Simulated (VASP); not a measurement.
Write the native input for VASP 6.6.1 that does the following.

| Quantity | Value |
| --- | --- |
| Task | single point |
| Functional | r2SCAN |
| Potentials or basis | VASP PAW PBE potentials, release 64 (Ga_d, N) |
| Cutoff | 520 eV |
| k mesh | 10 × 10 × 10 |
| Occupations | gaussian, width 0.01 eV |
| Spin | no spin polarisation |
| Dipole correction | no |
| Further INCAR settings | ALGO = Normal; EDIFF = 1e-06; NBANDS = 16 |

GaN:

```xyz
2
Lattice="0.0000 2.2939 2.1992 2.2939 0.0000 2.1992 2.2939 2.2939 0.0000" Properties=species:S:1:pos:R:3 pbc="T T T"
Ga    0.0000    0.0000    0.0000
N     1.1470    1.1470    1.0996
```

This cell differs from its parent crystal: epitaxial xy strain +2.0%.

The input as run:

POSCAR

```
GaN
1.0
    0.0000000000      2.2939315919      2.1991652385
    2.2939315919      0.0000000000      2.1991652385
    2.2939315919      2.2939315919      0.0000000000
Ga N
1 1
Direct
    0.0000000000      0.0000000000      0.0000000000
    0.2500000000      0.2500000000      0.2500000000
```

INCAR.step1

```
ALGO = Normal
EDIFF = 1E-4
ENCUT = 520
GGA = PE
ISMEAR = 0
LASPH = T
LCHARG = F
LREAL = F
LWAVE = T
NBANDS = 16
NELM = 100
PREC = Accurate
SIGMA = 0.01
```

INCAR.step2

```
ALGO = Normal
EDIFF = 1E-6
ENCUT = 520
ISIF = 2
ISMEAR = 0
ISTART = 1
LASPH = T
LCHARG = F
LMIXTAU = T
LREAL = F
LWAVE = F
METAGGA = R2SCAN
NBANDS = 16
NELM = 100
PREC = Accurate
SIGMA = 0.01
```

KPOINTS

```
k-points
0
Gamma
  10 10 10
```

Potentials or basis: VASP PAW PBE potentials, release 64 (Ga_d, N).

Run with:

```sh
$ cat potpaw_PBE.64/Ga_d/POTCAR potpaw_PBE.64/N/POTCAR > POTCAR
$ cp INCAR.step1 INCAR
$ mpirun -np 1 vasp_std > vasp.out
$ cp INCAR.step2 INCAR
$ mpirun -np 1 vasp_std > vasp.out
```

Results of the run:

| Item | Value |
| --- | --- |
| Pressure | -2.3 GPa |
| Band gap on the k mesh | 1.92 eV |

Caveat: the cell differs from its parent crystal (epitaxial xy strain +2.0%); the structure was generated, so it needn't be the stable form of GaN; the PAW data sets were made with another functional, which shifts forces and pressure a little.

Wall time 2.3 min on 1 thread of Intel Xeon 8259CL, with other jobs on the host, peak memory 0.17 GiB.
